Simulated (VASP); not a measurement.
**SiC: single point with PBE**

Crystal: SiC.

```
Si C
1.0
     0.00000    2.14139    2.14139
     2.14139    0.00000    2.14139
     2.14139    2.14139    0.00000
Si C
1 1
Cartesian
  0.0000 0.0000 0.0000
  3.2121 3.2121 3.2121
```

This cell differs from its parent crystal: strain -0.015 along x and y, -0.015 along z.

```yaml
Program: VASP 6.6.1
Task: single point
Functional: PBE
Potentials_or_basis: VASP PAW PBE potentials, release 64 (Si, C)
Cutoff: 520 eV
k_mesh: 12 × 12 × 12
Occupations: gaussian, width 0.05 eV
Spin: no spin polarisation
```

```
Pressure               : 16.2 GPa
Band gap on the k mesh : 1.31 eV, indirect (least direct gap 4.59 eV)
```

Levels at points of the mesh, in eV from the valence-band top:
| k point | band 1 | band 2 | band 3 | band 4 | band 5 | band 6 | band 7 | band 8 | band 9 |
| --- | --- | --- | --- | --- | --- | --- | --- | --- | --- |
| (0.00, 0.00, 0.00) | -15.82 | 0.00 | 0.00 | 0.00 | 6.85 | 7.68 | 7.68 | 7.68 | 14.82 |
| (0.50, 0.00, 0.00) | -12.05 | -8.83 | -1.06 | -1.06 | 5.91 | 7.44 | 7.44 | 10.35 | 16.85 |
| (0.50, 0.50, 0.00) | -10.55 | -7.96 | -3.29 | -3.29 | 1.31 | 4.51 | 14.65 | 14.65 | 15.50 |

It took 8.7 s on 1 thread of AMD EPYC 9R45 96-Core Processor (Zen 5), with other jobs on the host, peak memory 0.11 GiB.

Caveat: the cell differs from its parent crystal (strain -0.015 along x and y, -0.015 along z). A k mesh can miss the band edges.
